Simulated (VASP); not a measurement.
# Si2C (P6_3/mmc) in VASP: relaxation of cell and atoms with PBE

Aim: the relaxation of cell and atoms of Si2C with PBE.

All numbers are computed with VASP 6.6.1; they aren't measurements. Logs are shortened: lines on timing, memory, paths and dates and some standing lists are left out, and cuts for length are marked.

## (1) The cell of the first run

Symmetry: P6_3/mmc, No. 194, hexagonal system. Conventional cell: a = 2.931 Å, b = 2.931 Å, c = 8.820 Å, α = 90.00°, β = 90.00°, γ = 120.00°. Within 2.8 Å of Si (site symmetry 3m) lie 3 C at 2.08 Å and 4 Si at 2.42 to 2.61 Å. Within 2.8 Å of C (site symmetry -6m2) lie 6 Si at 2.08 Å.

## (2) Relaxation of cell and atoms, PBE

INCAR reads:

```
PREC = Accurate ; ENCUT = 600
EDIFF = 1E-6 ; ISMEAR = 0
SIGMA = 0.1 ; LREAL = False
LASPH = True ; NELM = 60
ALGO = Normal ; ISIF = 3
LWAVE = False ; LCHARG = False
GGA = PE ; IBRION = 2
NSW = 100 ; EDIFFG = -0.01
```

KPOINTS reads:

```
Automatic mesh
0
Gamma
  12 12 4
```

POSCAR reads:

```
Si2C
1.0
    2.9311459055      0.0000000000      0.0000000000
   -1.4655729528      2.5384468164      0.0000000000
    0.0000000000      0.0000000000      8.8196165943
Si C
4 2
Direct
    0.3333333333      0.6666666667      0.6128735845
    0.6666666667      0.3333333333      0.1128735845
    0.3333333333      0.6666666667      0.8871264155
    0.6666666667      0.3333333333      0.3871264155
    0.3333333333      0.6666666667      0.2500000000
    0.6666666667      0.3333333333      0.7500000000
```

Potentials or basis: VASP PAW PBE potentials, release 64 (Si, C).

Command:

```
$ cat potpaw_PBE.64/Si/POTCAR potpaw_PBE.64/C/POTCAR > POTCAR
$ mpirun -np 1 vasp_std > vasp.out
```

OUTCAR:

```text
PREC = Accurate
   ENCUT = 600
   EDIFF = 1E-6
   ISMEAR = 0
   LREAL = False
   LASPH = True
   NELM = 60
   ISIF = 3
   GGA = PE
   IBRION = 2
   NSW = 100
   EDIFFG = -0.01

 ion  position               nearest neighbor table
   1  0.333  0.667  0.613-   6 2.08   6 2.08   6 2.08   3 2.42   4 2.61   4 2.61   4 2.61
   2  0.667  0.333  0.113-   5 2.08   5 2.08   5 2.08   4 2.42   3 2.61   3 2.61   3 2.61
   3  0.333  0.667  0.887-   6 2.08   6 2.08   6 2.08   1 2.42   2 2.61   2 2.61   2 2.61
   4  0.667  0.333  0.387-   5 2.08   5 2.08   5 2.08   2 2.42   1 2.61   1 2.61   1 2.61
   5  0.333  0.667  0.250-   2 2.08   4 2.08   2 2.08   4 2.08   2 2.08   4 2.08
   6  0.667  0.333  0.750-   1 2.08   3 2.08   1 2.08   3 2.08   1 2.08   3 2.08

  LATTYP: Found a hexagonal cell.
 ALAT       =     2.9311459055
 C/A-ratio  =     3.0089312776

  Lattice vectors:

 A1 = (   2.9311459055,   0.0000000000,   0.0000000000)
 A2 = (  -1.4655729528,   2.5384468164,   0.0000000000)
 A3 = (   0.0000000000,   0.0000000000,   8.8196165943)

Analysis of symmetry for initial positions (statically):
=====================================================================
 Subroutine PRICEL returns:
 Original cell was already a primitive cell.

 Routine SETGRP: Setting up the symmetry group for a
 hexagonal supercell.

 Subroutine GETGRP returns: Found 24 space group operations
 (whereof 12 operations were pure point group operations)
 out of a pool of 24 trial point group operations.

The static configuration has the point symmetry D_3d.
 The point group associated with its full space group is D_6h.

Analysis of symmetry for dynamics (positions and initial velocities):
=====================================================================
 Subroutine PRICEL returns:
 Original cell was already a primitive cell.

 Routine SETGRP: Setting up the symmetry group for a
 hexagonal supercell.

 Subroutine GETGRP returns: Found 24 space group operations
 (whereof 12 operations were pure point group operations)
 out of a pool of 24 trial point group operations.

The dynamic configuration has the point symmetry D_3d.
 The point group associated with its full space group is D_6h.

 Subroutine INISYM returns: Found 24 space group operations
 (whereof 12 operations are pure point group operations),
 and found     1 'primitive' translations

----------------------------------------------------------------------------------------

                                     Primitive cell

  volume of cell :      65.6229

  direct lattice vectors                    reciprocal lattice vectors
     2.931145906  0.000000000  0.000000000     0.341163501  0.196970839  0.000000000
    -1.465572953  2.538446816  0.000000000     0.000000000  0.393941679  0.000000000
     0.000000000  0.000000000  8.819616594     0.000000000  0.000000000  0.113383614

  length of vectors
     2.931145906  2.931145906  8.819616594     0.393941679  0.393941679  0.113383614

  position of ions in fractional coordinates (direct lattice)
     0.333333333  0.666666667  0.612873585
     0.666666667  0.333333333  0.112873585
     0.333333333  0.666666667  0.887126415
     0.666666667  0.333333333  0.387126415
     0.333333333  0.666666667  0.250000000
     0.666666667  0.333333333  0.750000000

  ion indices of the primitive-cell ions
   primitive index   ion index
                 1           1
                 2           2
                 3           3
                 4           4
                 5           5
                 6           6

----------------------------------------------------------------------------------------

 KPOINTS: Automatic mesh

Automatic generation of k-mesh.
 Grid dimensions read from file:
 generate k-points for:   12   12    4

 Generating k-lattice:

  Cartesian coordinates                     Fractional coordinates (reciprocal lattice)
     0.028430292  0.016414237  0.000000000     0.083333333  0.000000000  0.000000000
     0.000000000  0.032828473  0.000000000     0.000000000  0.083333333  0.000000000
     0.000000000  0.000000000  0.028345903     0.000000000  0.000000000  0.250000000

  Length of vectors
     0.032828473  0.032828473  0.028345903

  Shift w.r.t. Gamma in fractional coordinates (k-lattice)
     0.000000000  0.000000000  0.000000000

 Subroutine IBZKPT returns following result:
 ===========================================

 Found     57 irreducible k-points:

 Following reciprocal coordinates:
            Coordinates               Weight
  0.000000  0.000000  0.000000      1.000000
  0.083333  0.000000  0.000000      6.000000
  0.166667  0.000000  0.000000      6.000000
  0.250000  0.000000  0.000000      6.000000
  0.333333  0.000000  0.000000      6.000000
  0.416667 -0.000000  0.000000      6.000000
[... 16 lines left out ...]
  0.250000  0.000000  0.250000     12.000000
  0.333333  0.000000  0.250000     12.000000
 [... further k-points ...]
   k-points           NKPTS =     57   k-points in BZ     NKDIM =     57   number of bands    NBANDS=     16
   number of dos      NEDOS =    301   number of ions     NIONS =      6
   total plane-waves  NPLWV =  40320
   dimension x,y,z NGX =    24 NGY =   24 NGZ =   70
   dimension x,y,z NGXF=    48 NGYF=   48 NGZF=  140
   ions per type =               4   2
   NGX,Y,Z   is equivalent  to a cutoff of  13.61, 13.61, 13.19 a.u.
   NGXF,Y,Z  is equivalent  to a cutoff of  27.22, 27.22, 26.39 a.u.
 SYSTEM =  unknown system
   PREC   = accura    normal or accurate (medium, high low for compatibility)
   ISTART =      0    job   : 0-new  1-cont  2-samecut
   ICHARG =      2    charge: 1-file 2-atom 10-const
   ISPIN  =      1    spin polarized calculation?
   LNONCOLLINEAR =      F non collinear calculations
   LSORBIT =      F    spin-orbit coupling
   LASPH  =      T    aspherical Exc in radial PAW
   ENCUT  =  600.0 eV  44.10 Ry    6.64 a.u.   5.85  5.85 17.61*2*pi/ulx,y,z
   NELM   =     60;   NELMIN=  2; NELMDL= -5     # of ELM steps
   EDIFF  = 0.1E-05   stopping-criterion for ELM
   LREAL  =      F    real-space projection
   EDIFFG = -.1E-01   stopping-criterion for IOM
   NSW    =    100    number of steps for IOM
   IBRION =      2    ionic relax: 0-MD 1-quasi-New 2-CG
   NFREE  =      1    steps in history (QN), initial steepest desc. (CG)
   ISIF   =      3    stress and relaxation
   ISYM   =      2    0-nonsym 1-usesym 2-fastsym
   POTIM  = 0.5000    time-step for ionic-motion
   TEBEG  =    0.0;   TEEND  =   0.0 temperature during run
   PSTRESS=    0.0 pullay stress
   NELECT =      24.0000    total number of electrons
   NUPDOWN=      -1.0000    fix difference up-down
   EMIN   =  10.00;   EMAX   =-10.00  energy-range for DOS
   EFERMI =   0.00;   METHOD = LEGACY
   ISMEAR =     0;   SIGMA  =   0.10  broadening in eV -4-tet -1-fermi 0-gaus
   EFERMI_NEDOS =   21; number of points for ismear=-14 and -15
   IALGO  =     38    algorithm
   IMIX   =      4    mixing-type and parameters
     AMIX     =   0.40;   BMIX     =  1.00
     AMIX_MAG =   1.60;   BMIX_MAG =  1.00
  volume/ion in A,a.u.               =      10.94        73.81
  Fermi-wavevector in a.u.,A,eV,Ry     =   1.170739  2.212376 18.648558  1.370630
  Thomas-Fermi vector in A             =   2.307193
   LORBIT       =      0    0 simple, 1 ext, 2 COOP (PROOUT), +10 PAW based schemes
   GGA     = PE    functional components
   LHFCALC =     F    Hartree Fock is set to
   AEXX    =    0.0000 exact exchange contribution
   IVDW    =     0    specifies the selected vdW correction
   LEPSILON=     F    determine dielectric tensor
   LRPA    =     F    only Hartree local field effects (RPA)
 conjugate gradient relaxation of ions
 non-spin polarized calculation
 Gauss-broadening in eV      SIGMA  =   0.10
  energy-cutoff  :      600.00
  volume of cell :       65.62
 maximum number of plane-waves:      2220
 NGX is ok and might be reduce to    24
   NGX = 11   NGY = 11   NGZ = 35

--------------------------------------- Ionic step        1  -------------------------------------------

 number of electron      24.0000003 magnetization

 Free energy of the ion-electron system (eV)
  ---------------------------------------------------
  ext. energy  EPLUGINS =         0.00000000
  ---------------------------------------------------
  free energy    TOTEN  =       -36.20036713 eV

  energy without entropy =      -36.19535883  energy(sigma->0) =      -36.19786298

------------------------ aborting loop because EDIFF is reached ----------------------------------------

  FORCE on cell =-STRESS in cart. coord.  units (eV):
  Direction    XX          YY          ZZ          XY          YZ          ZX
  --------------------------------------------------------------------------------------
  -------------------------------------------------------------------------------------
  Total       -0.5602159     -0.5602159      0.5452024      0.0000000      0.0000000      0.0000000
  in kB      -13.6776288    -13.6776288     13.3110761      0.0000000      0.0000000      0.0000000
  external PRESSURE =      -4.6813938 kB  Pullay stress =       0.0000000 kB
[... 145 lines left out ...]
  energy  without entropy=      -36.1980268592  energy(sigma->0) =      -36.20027913

--------------------------------------- Ionic step        5  -------------------------------------------

 number of electron      24.0000003 magnetization

 Free energy of the ion-electron system (eV)
  ---------------------------------------------------
  ext. energy  EPLUGINS =         0.00000000
  ---------------------------------------------------
  free energy    TOTEN  =       -36.20285777 eV

  energy without entropy =      -36.19833204  energy(sigma->0) =      -36.20059490

 E-fermi :  11.1172     XC(G=0): -11.7592

 val. band max:       11.0932659108   @ k =   0.2500   0.1667   0.5000
 cond. band min:      11.1961730565   @ k =   0.1667   0.0833   0.0000
 fundamental gap:      0.1029071457
 Fermi energy:        11.1171754317

 k-point     1 :       0.0000    0.0000    0.0000
  band No.  band energies     occupation
      1      -6.2518      2.00000
      2      -5.5715      2.00000
      3      -2.3968      2.00000
      4       1.4964      2.00000
      5       1.6695      2.00000
      6       8.2610      2.00000
[... 8 lines left out ...]
     15      16.8615      0.00000
     16      16.8615      0.00000
[... 420 lines left out ...]
  band No.  band energies     occupation
      1      -3.9894      2.00000
      2      -3.5763      2.00000
      3       0.3126      2.00000
      4       2.2483      2.00000
      5       2.9201      2.00000
      6       3.2422      2.00000
[... 8 lines left out ...]
     15      13.8398      0.00000
     16      13.9181      0.00000

 [... further k-points ...]

------------------------ aborting loop because EDIFF is reached ----------------------------------------

  FORCE on cell =-STRESS in cart. coord.  units (eV):
  Direction    XX          YY          ZZ          XY          YZ          ZX
  --------------------------------------------------------------------------------------
  -------------------------------------------------------------------------------------
  Total        0.0187436      0.0187436      0.0303400     -0.0000000      0.0000000     -0.0000000
  in kB        0.4592331      0.4592331      0.7433524     -0.0000000      0.0000000     -0.0000000
  external PRESSURE =       0.5539395 kB  Pullay stress =       0.0000000 kB
[... 21 lines left out ...]
  FREE ENERGIE OF THE ION-ELECTRON SYSTEM (eV)
  ---------------------------------------------------
  free  energy   TOTEN  =       -36.2028577674 eV

  energy  without entropy=      -36.1983320379  energy(sigma->0) =      -36.20059490

 reached required accuracy - stopping structural energy minimisation
```

Run time: 99 s. Hardware: 1 thread of AMD EPYC 9R45 (Zen 5), shared host; peak memory 0.19 GiB.

Results:

```yaml
Free_energy: -36.2029 eV
Relaxed_volume: 10.90 Å³/atom
Relaxed_cell: a = 2.923 Å, b = 2.923 Å, c = 8.838 Å, α = 90.00°, β = 90.00°, γ = 120.00°
Space_group_after_relaxing_to_0.1_Å: P6_3/mmc (No. 194)
Energy_gained_by_relaxing: 0.4 meV/atom
Ionic_steps: 5
Pressure_after_relaxing: 0.1 GPa
Largest_force_after_relaxing: 0.003 eV/Å
Band_gap_on_the_k_mesh: zero (bands 12 and 13 overlap by 7.40 eV)
```

Forces on the atoms (eV/Å):
```
Si   0.000  0.000  0.003
Si   0.000  0.000  0.003
Si   0.000  0.000 -0.003
Si   0.000  0.000 -0.003
C    0.000  0.000  0.000
C    0.000  0.000  0.000
```

Step by step:
```tsv
step	energy change (eV)	largest force (eV/Å)	pressure (GPa)	volume (Å³)
1	0.0000	0.0567	-0.47	65.62
2	-0.0010	0.0631	0.07	65.32
3	-0.0023	0.0598	-0.17	65.45
4	-0.0022	0.0710	0.34	65.32
5	-0.0025	0.0035	0.06	65.39
```

Final structure:
```xyz
6
Lattice="2.9229 0.0000 0.0000 -1.4615 2.5313 0.0000 0.0000 0.0000 8.8384" Properties=species:S:1:pos:R:3 pbc="T T T"
Si    0.0000    1.6875    5.4196
Si    1.4615    0.8438    1.0004
Si    0.0000    1.6875    7.8379
Si    1.4615    0.8438    3.4187
C     0.0000    1.6875    2.2096
C     1.4615    0.8438    6.6288
```
